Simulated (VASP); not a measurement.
Here is a VASP 6.6.1 calculation.

File INCAR:

```
SYSTEM = Si3Sb
PREC = Accurate
ENCUT = 520
EDIFF = 1E-6
ISMEAR = 0
SIGMA = 0.1
LREAL = .False.
LASPH = .True.
NELM = 100
ALGO = Normal
ISIF = 2
LWAVE = .False.
LCHARG = .True.
GGA = PE
LELF = .True.
LVHAR = .True.
NBANDS = 16
```

The input KPOINTS:

```
Automatic mesh
0
Gamma
  4 4 4
  0 0 0
```

Contents of POSCAR:

```
Si3Sb
1.0
    4.1387528297      0.0000000000      0.0000000000
    0.0000000000      4.1387528297      0.0000000000
    0.0000000000      0.0000000000      4.1387528297
Si Sb
3 1
Direct
    0.0000000000      0.5000000000      0.5000000000
    0.5000000000      0.0000000000      0.5000000000
    0.5000000000      0.5000000000      0.0000000000
    0.0000000000      0.0000000000      0.0000000000
```

Potentials or basis: VASP PAW PBE potentials, release 64 (Si, Sb).

Run with:

```bash
$ cat potpaw_PBE.64/Si/POTCAR potpaw_PBE.64/Sb/POTCAR > POTCAR
$ mpirun -np 1 vasp_std > vasp.out
```

Task: Predict the pressure.

Result: 5.2 GPa.

Caveat: the k points lie up to 0.38 Å⁻¹ apart.
